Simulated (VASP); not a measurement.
Set up this calculation in VASP 6.6.1, as the native input.

| Quantity | Value |
| --- | --- |
| Task | single point |
| Functional | PBEsol |
| Dispersion | D3(BJ) |
| Potentials or basis | VASP PAW PBE potentials, release 64 (W_sv, S) |
| Cutoff | 520 eV |
| k mesh | 12 × 12 × 2 |
| Occupations | gaussian, width 0.05 eV |
| Spin | no spin polarisation |
| Dipole correction | no |
| Further INCAR settings | ALGO = Normal; EDIFF = 1e-07; NBANDS = 20 |

The structure of WS2 lies in POSCAR:

```
WS2
1.0
    3.0458396072      0.0000000000      0.0000000000
   -1.5229198036      2.6377744757      0.0000000000
    0.0000000000      0.0000000000     16.5140973520
W S
1 2
Direct
    0.3307549324      0.6615098648      0.0000000000
    0.6740592623      0.3481185245      0.9071511715
    0.6740592623      0.3481185245      0.0928488285
```

This cell differs from its parent crystal: atoms displaced along a vibrational mode, the cell strained.

These files were run (other wordings do the same):

INCAR

```
PREC = Accurate
ENCUT = 520
EDIFF = 1E-7
ISMEAR = 0
SIGMA = 0.05
LREAL = False
LASPH = True
NELM = 80
ALGO = Normal
ISIF = 2
LWAVE = False
LCHARG = False
GGA = PS
IVDW = 12
NBANDS = 20
```

KPOINTS

```
regular mesh
0
Gamma
  12 12 2
```

Potentials or basis: VASP PAW PBE potentials, release 64 (W_sv, S).

Launch:

```bash
$ cat potpaw_PBE.64/W_sv/POTCAR potpaw_PBE.64/S/POTCAR > POTCAR
$ mpirun -np 1 vasp_std > vasp.out
```

It gave:

```
Largest force              : 1.810 eV/Å
Band gap on the k mesh     : 2.07 eV (least direct gap 2.25 eV)
Dispersion energy per atom : -0.268 eV
```

Caveat: the cell differs from its parent crystal (atoms displaced along a vibrational mode, the cell strained); there is no dipole correction, which matters where the two faces differ; the PAW data sets were made with another functional, which shifts forces and pressure a little; spin-orbit coupling is left out, which moves the levels of the heavy elements.

Run time: 4 min on 1 thread of Intel(R) Xeon(R) Platinum 8488C (Sapphire Rapids), with other jobs on the host, peak memory 0.39 GiB.
